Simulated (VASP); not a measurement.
Runs of VASP 6.6.1 on AlRu. The structure is that of space group R-3m (No. 166), or close to it. The cells are those of the table. 

```tsv
cell	further INCAR settings	gap on the mesh (eV)	pressure (GPa)
a = 3.146 Å, angles 105.7°, 2 atoms	ALGO = Fast; EDIFF = 1e-06; NBANDS = 16	none	81.1
a = 3.009 Å, angles 95.9°, 2 atoms	ALGO = Fast; EDIFF = 1e-07; NBANDS = 16	none	8.8
a = 3.264 Å, angles 109.5°, 2 atoms	ALGO = Fast; EDIFF = 1e-06; NBANDS = 16	none	(a)
a = 3.015 Å, angles 82.7°, 2 atoms	ALGO = Fast; EDIFF = 1e-06; NBANDS = 16	none	7.8
a = 3.076 Å, angles 75.7°, 2 atoms	ALGO = Fast; EDIFF = 1e-07; NBANDS = 16	none	(b)
```

Alike in all rows: task single point; level PBE; potentials or basis VASP PAW PBE potentials, release 64 (Al, Ru_pv); no spin polarisation; k mesh 18 × 18 × 18; cutoff (eV) 520; smearing gaussian 0.15 eV.

**Question.** Estimate the missing entries.

**Answer.** (a) 168.4; (b) 16.9.

A k mesh can miss the band edges, and the runs leave out spin-orbit coupling on Ru.

A gap of «none» marks levels without a gap at the run's occupations.
